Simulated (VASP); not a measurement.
# Fe (Fd-3m) in VASP: a series of runs, part 2 of 3

VASP 6.6.1.

### 4 Single point, PBE, collinear spin, ferromagnetic start

This run uses another cell than the first one, of 13.41 Å³/atom, 0.927 times its volume.

Input file INCAR:

```
SYSTEM = Fe
  ALGO = Normal
  EDIFF = 1E-6
  ENCUT = 520
  GGA = PE
  ISIF = 2
  ISMEAR = 0
  ISPIN = 2
  LASPH = .TRUE.
  LCHARG = .TRUE.
  LELF = .TRUE.
  LMAXMIX = 4
  LORBIT = 11
  LREAL = .FALSE.
  LVHAR = .TRUE.
  LWAVE = .FALSE.
  MAGMOM = 4 4
  NBANDS = 19
  NELM = 150
  PREC = Accurate
  SIGMA = 0.1
```

Input file KPOINTS:

```
k-points
0
G
  6 6 6
  0 0 0
```

Input file POSCAR:

```
Fe
1.0
    0.0000000000      2.3755431895      2.3755431895
    2.3755431895      0.0000000000      2.3755431895
    2.3755431895      2.3755431895      0.0000000000
Fe
2
Direct
    0.5000000000      0.5000000000      0.5000000000
    0.7500000000      0.7500000000      0.7500000000
```

Potentials or basis: VASP PAW PBE potentials, release 64 (Fe).

On the command line:

```bash
$ cat potpaw_PBE.64/Fe/POTCAR > POTCAR
$ mpirun -np 1 vasp_std > vasp.out
```

OUTCAR:

```text
SYSTEM = Fe
   EDIFF = 1E-6
   ENCUT = 520
   GGA = PE
   ISIF = 2
   ISMEAR = 0
   ISPIN = 2
   LASPH = .TRUE.
   LORBIT = 11
   LREAL = .FALSE.
   NELM = 150
   PREC = Accurate

 ion  position               nearest neighbor table
   1  0.500  0.500  0.500-   2 2.06   2 2.06   2 2.06   2 2.06
   2  0.750  0.750  0.750-   1 2.06   1 2.06   1 2.06   1 2.06

  LATTYP: Found a face centered cubic cell.
 ALAT       =     4.7510863790

  Lattice vectors:

 A1 = (   0.0000000000,   2.3755431895,   2.3755431895)
 A2 = (   2.3755431895,   0.0000000000,   2.3755431895)
 A3 = (   2.3755431895,   2.3755431895,   0.0000000000)

Analysis of symmetry for initial positions (statically):
=====================================================================
 Subroutine PRICEL returns:
 Original cell was already a primitive cell.

 Routine SETGRP: Setting up the symmetry group for a
 face centered cubic supercell.

 Subroutine GETGRP returns: Found 48 space group operations
 (whereof 24 operations were pure point group operations)
 out of a pool of 48 trial point group operations.

The static configuration has the point symmetry T_d .
 The point group associated with its full space group is O_h .

Analysis of symmetry for dynamics (positions and initial velocities):
=====================================================================
 Subroutine PRICEL returns:
 Original cell was already a primitive cell.

 Routine SETGRP: Setting up the symmetry group for a
 face centered cubic supercell.

 Subroutine GETGRP returns: Found 48 space group operations
 (whereof 24 operations were pure point group operations)
 out of a pool of 48 trial point group operations.

The dynamic configuration has the point symmetry T_d .
 The point group associated with its full space group is O_h .

Analysis of structural, dynamic, and magnetic symmetry:
=====================================================================
 Subroutine PRICEL returns:
 Original cell was already a primitive cell.

 Routine SETGRP: Setting up the symmetry group for a
[... 145 lines left out ...]
  free energy    TOTEN  =       -13.93014544 eV

  energy without entropy =      -13.91774805  energy(sigma->0) =      -13.92394675

 E-fermi :   4.2776     XC(G=0): -11.9110

 val. band max:        4.1427449885   @ k =   0.5000   0.3333   0.1667
 cond. band min:       4.3086490661   @ k =   0.5000   0.1667   0.0000
 fundamental gap:      0.1659040776
 Fermi energy:         4.2776123695

 spin component 1

 k-point     1 :       0.0000    0.0000    0.0000
  band No.  band energies     occupation
      1      -2.7534      1.00000
      2       1.2289      1.00000
      3       1.2289      1.00000
      4       1.6185      1.00000
      5       1.6185      1.00000
      6       1.6185      1.00000
[... 328 lines left out ...]
      5       2.7805      1.00000
      6       2.7805      1.00000
[... 11 lines left out ...]
     18      25.2011      0.00000
     19      32.1160      0.00000
 Fermi energy:         4.2776123695

 spin component 2

 k-point     1 :       0.0000    0.0000    0.0000
  band No.  band energies     occupation
      1      -2.7526      1.00000
      2       1.2256      1.00000
      3       1.2256      1.00000
      4       1.6182      1.00000
      5       1.6182      1.00000
      6       1.6182      1.00000
[... 329 lines left out ...]
      6       2.7796      1.00000
[... 11 lines left out ...]
     18      25.2016      0.00000
     19      32.1165      0.00000

------------------------ aborting loop because EDIFF is reached ----------------------------------------

  FORCE on cell =-STRESS in cart. coord.  units (eV):
  Direction    XX          YY          ZZ          XY          YZ          ZX
  --------------------------------------------------------------------------------------
  -------------------------------------------------------------------------------------
  Total        1.9249705      1.9249705      1.9249705     -0.0000000      0.0000000      0.0000000
  in kB      115.0312594    115.0312594    115.0312594     -0.0000000      0.0000000      0.0000000
  external PRESSURE =     115.0312594 kB  Pullay stress =       0.0000000 kB

 VOLUME and BASIS-vectors are now :
 -----------------------------------------------------------------------------
  energy-cutoff  :      520.00
  volume of cell :       26.81
      direct lattice vectors                 reciprocal lattice vectors
     0.000000000  2.375543190  2.375543190    -0.210478177  0.210478177  0.210478177
     2.375543190  0.000000000  2.375543190     0.210478177 -0.210478177  0.210478177
     2.375543190  2.375543190  0.000000000     0.210478177  0.210478177 -0.210478177

 POSITION                                       TOTAL-FORCE (eV/Angst)
 -----------------------------------------------------------------------------------
      2.37554      2.37554      2.37554         0.000000      0.000000      0.000000
      3.56331      3.56331      3.56331        -0.000000     -0.000000     -0.000000
 -----------------------------------------------------------------------------------
    total drift:                                0.000000      0.000000      0.000000

  FREE ENERGIE OF THE ION-ELECTRON SYSTEM (eV)
  ---------------------------------------------------
  free  energy   TOTEN  =       -13.9301454430 eV

  energy  without entropy=      -13.9177480471  energy(sigma->0) =      -13.92394675

 total charge

# of ion       s       p       d       tot
------------------------------------------
    1        0.613   0.483   6.540   7.636
    2        0.613   0.483   6.540   7.636
--------------------------------------------------
tot          1.225   0.966  13.080  15.271

 magnetization (x)

# of ion       s       p       d       tot
------------------------------------------
    1        0.000   0.000  -0.002  -0.002
    2        0.000   0.000  -0.002  -0.002
--------------------------------------------------
tot          0.000   0.000  -0.003  -0.003
```

OSZICAR:

```text
N       E                     dE             d eps       ncg     rms          rms(c)
DAV:   1     0.884221165975E+02    0.88422E+02   -0.76447E+03  1240   0.110E+03
DAV:   2    -0.809675469143E+01   -0.96519E+02   -0.86178E+02  1222   0.200E+02
DAV:   3    -0.118183427546E+02   -0.37216E+01   -0.35886E+01  1349   0.518E+01
DAV:   4    -0.118527056392E+02   -0.34363E-01   -0.34345E-01  1414   0.478E+00
DAV:   5    -0.118531379471E+02   -0.43231E-03   -0.43230E-03  1368   0.494E-01    0.205E+01
DAV:   6    -0.137772735934E+02   -0.19241E+01   -0.45406E+00  1469   0.355E+01    0.375E+00
DAV:   7    -0.139178997505E+02   -0.14063E+00   -0.29314E-01  1502   0.888E+00    0.248E+00
DAV:   8    -0.139294482622E+02   -0.11549E-01   -0.19100E-02  1571   0.250E+00    0.811E-01
DAV:   9    -0.139311835115E+02   -0.17352E-02   -0.39367E-03  1775   0.760E-01    0.774E-01
DAV:  10    -0.139301074471E+02    0.10761E-02   -0.11531E-03  1676   0.617E-01    0.103E-01
DAV:  11    -0.139301455524E+02   -0.38105E-04   -0.10752E-04  1435   0.108E-01    0.352E-02
DAV:  12    -0.139301454430E+02    0.10937E-06   -0.28000E-06  1331   0.192E-02
   1 F= -.13930145E+02 E0= -.13923947E+02  d E =-.123974E-01  mag=     0.0002
```

It took 16 s on 1 thread of Intel Xeon 6975P-C (Granite Rapids), shared host; peak memory 0.17 GiB.

Results:

| Property | Result |
| --- | --- |
| Free energy | -13.9301 eV |
| Pressure | 11.5 GPa |
| Band gap on the k mesh | zero (filled and empty bands overlap) |
| Net moment | 0.00 μB per cell |
| Valence electrons inside the program's atomic spheres | Fe 7.64 |

Caveat: the k points lie up to 0.38 Å⁻¹ apart; the starting moments collapsed, and a magnetic state may lie lower.

### 5 Single point, PBE

Input file INCAR:

```
SYSTEM = Fe
ALGO = Fast
EDIFF = 1E-6
ENCUT = 520
GGA = PE
ISIF = 2
ISMEAR = 0
LASPH = .True.
LCHARG = .True.
LELF = .True.
LREAL = .False.
LVHAR = .True.
LWAVE = .False.
NBANDS = 15
NELM = 60
PREC = Accurate
SIGMA = 0.1
```

Input file KPOINTS:

```
k-points
0
Gamma
  14 14 14
  0 0 0
```

Input file POSCAR:

```
Fe
1.0
    0.0000000000      2.4365235877      2.4365235877
    2.4365235877      0.0000000000      2.4365235877
    2.4365235877      2.4365235877      0.0000000000
Fe
2
Direct
    0.0000000000      0.0000000000      0.0000000000
    0.2500000000      0.2500000000      0.2500000000
```

Potentials or basis: VASP PAW PBE potentials, release 64 (Fe).

On the command line:

```bash
$ cat potpaw_PBE.64/Fe/POTCAR > POTCAR
$ mpirun -np 1 vasp_std > vasp.out
```

OUTCAR:

```text
SYSTEM = Fe
   EDIFF = 1E-6
   ENCUT = 520
   GGA = PE
   ISIF = 2
   ISMEAR = 0
   LASPH = .True.
   LREAL = .False.
   NELM = 60
   PREC = Accurate

 ion  position               nearest neighbor table
   1  0.000  0.000  0.000-   2 2.11   2 2.11   2 2.11   2 2.11
   2  0.250  0.250  0.250-   1 2.11   1 2.11   1 2.11   1 2.11

  LATTYP: Found a face centered cubic cell.
 ALAT       =     4.8730471754

  Lattice vectors:

 A1 = (   0.0000000000,   2.4365235877,   2.4365235877)
 A2 = (   2.4365235877,   0.0000000000,   2.4365235877)
 A3 = (   2.4365235877,   2.4365235877,   0.0000000000)

Analysis of symmetry for initial positions (statically):
=====================================================================
 Subroutine PRICEL returns:
 Original cell was already a primitive cell.

 Routine SETGRP: Setting up the symmetry group for a
 face centered cubic supercell.

 Subroutine GETGRP returns: Found 48 space group operations
 (whereof 24 operations were pure point group operations)
 out of a pool of 48 trial point group operations.

The static configuration has the point symmetry T_d .
 The point group associated with its full space group is O_h .

[... 178 lines left out ...]
      7       3.2059      2.00000
      8       3.2059      2.00000
      9       3.2059      2.00000
     10       4.8282      0.00000
     11       4.8282      0.00000
     12      17.8846      0.00000
     13      17.8847      0.00000
     14      17.8855      0.00000
[... 401 lines left out ...]
      2       0.2969      2.00000
      3       1.0873      2.00000
      4       1.2458      2.00000
      5       1.3613      2.00000
      6       1.8700      2.00000
      7       2.2520      2.00000
      8       3.3891      1.99598
      9       3.5651      1.30098
     10       4.4645      0.00000
     11       4.9781      0.00000
     12      10.8903      0.00000
     13      13.0945      0.00000
     14      14.9111      0.00000
     15      15.8313      0.00000

 [... further k-points ...]

------------------------ aborting loop because EDIFF is reached ----------------------------------------

  FORCE on cell =-STRESS in cart. coord.  units (eV):
  Direction    XX          YY          ZZ          XY          YZ          ZX
  --------------------------------------------------------------------------------------
  -------------------------------------------------------------------------------------
  Total       -0.2667250     -0.2667250     -0.2667250     -0.0000000      0.0000000      0.0000000
  in kB      -14.7717646    -14.7717646    -14.7717646     -0.0000000      0.0000000      0.0000000
  external PRESSURE =     -14.7717646 kB  Pullay stress =       0.0000000 kB

 VOLUME and BASIS-vectors are now :
 -----------------------------------------------------------------------------
  energy-cutoff  :      520.00
  volume of cell :       28.93
      direct lattice vectors                 reciprocal lattice vectors
     0.000000000  2.436523588  2.436523588    -0.205210408  0.205210408  0.205210408
     2.436523588  0.000000000  2.436523588     0.205210408 -0.205210408  0.205210408
     2.436523588  2.436523588  0.000000000     0.205210408  0.205210408 -0.205210408

 POSITION                                       TOTAL-FORCE (eV/Angst)
 -----------------------------------------------------------------------------------
      0.00000      0.00000      0.00000         0.000000     -0.000000      0.000000
      1.21826      1.21826      1.21826        -0.000000      0.000000     -0.000000
 -----------------------------------------------------------------------------------
    total drift:                                0.000000      0.000000      0.000000

  FREE ENERGIE OF THE ION-ELECTRON SYSTEM (eV)
  ---------------------------------------------------
  free  energy   TOTEN  =       -13.9987522599 eV

  energy  without entropy=      -13.9870572319  energy(sigma->0) =      -13.99290475
```

OSZICAR:

```text
N       E                     dE             d eps       ncg     rms          rms(c)
DAV:   1     0.862704275517E+02    0.86270E+02   -0.73568E+03  3152   0.131E+03
DAV:   2    -0.132638992493E+02   -0.99534E+02   -0.86486E+02  3120   0.235E+02
DAV:   3    -0.156111566875E+02   -0.23473E+01   -0.22548E+01  3708   0.544E+01
DAV:   4    -0.156285182941E+02   -0.17362E-01   -0.17359E-01  3540   0.407E+00
DAV:   5    -0.156287909612E+02   -0.27267E-03   -0.27267E-03  3701   0.498E-01    0.119E+01
RMM:   6    -0.142860351708E+02    0.13428E+01   -0.91842E+00  3274   0.445E+01    0.355E+00
RMM:   7    -0.140178812268E+02    0.26815E+00   -0.11980E+00  3270   0.189E+01    0.165E+00
RMM:   8    -0.140015927627E+02    0.16288E-01   -0.47354E-02  3372   0.176E+00    0.475E-01
RMM:   9    -0.139989074488E+02    0.26853E-02   -0.14189E-02  3284   0.185E+00    0.139E-01
RMM:  10    -0.139988146399E+02    0.92809E-04   -0.50884E-03  3404   0.869E-01    0.106E-01
RMM:  11    -0.139987340251E+02    0.80615E-04   -0.93644E-04  3433   0.439E-01    0.217E-02
RMM:  12    -0.139987586606E+02   -0.24636E-04   -0.27241E-04  3427   0.155E-01    0.348E-02
RMM:  13    -0.139987501023E+02    0.85583E-05   -0.15656E-04  3316   0.193E-01    0.866E-03
RMM:  14    -0.139987529223E+02   -0.28200E-05   -0.32677E-05  3315   0.445E-02    0.461E-03
RMM:  15    -0.139987522599E+02    0.66247E-06   -0.31119E-06  2553   0.171E-02
   1 F= -.13998752E+02 E0= -.13992905E+02  d E =-.116950E-01
```

stdout:

```text
POSCAR found type information on POSCAR Fe
 POSCAR found :  1 types and       2 ions
 scaLAPACK will be used
 LDA part: xc-table for (Slater+PW92), standard interpolation
 POSCAR, INCAR and KPOINTS ok, starting setup
 FFT: planning ... GRIDC
 FFT: planning ... GRID_SOFT
 FFT: planning ... GRID
 WAVECAR not read
 entering main loop
```

It took 31 s on 1 thread of Intel Xeon 6975P-C (Granite Rapids), shared host; peak memory 0.17 GiB.

What came out:

- Free energy: -13.9988 eV
- Pressure: -1.5 GPa
- Band gap on the k mesh: zero (band 8 reaches 3.86 eV, above the bottom of band 9 at 3.19 eV)

Caveat: the run has no spin polarisation, though such a crystal can be magnetic.

(Part 2 of 3 ends here.)
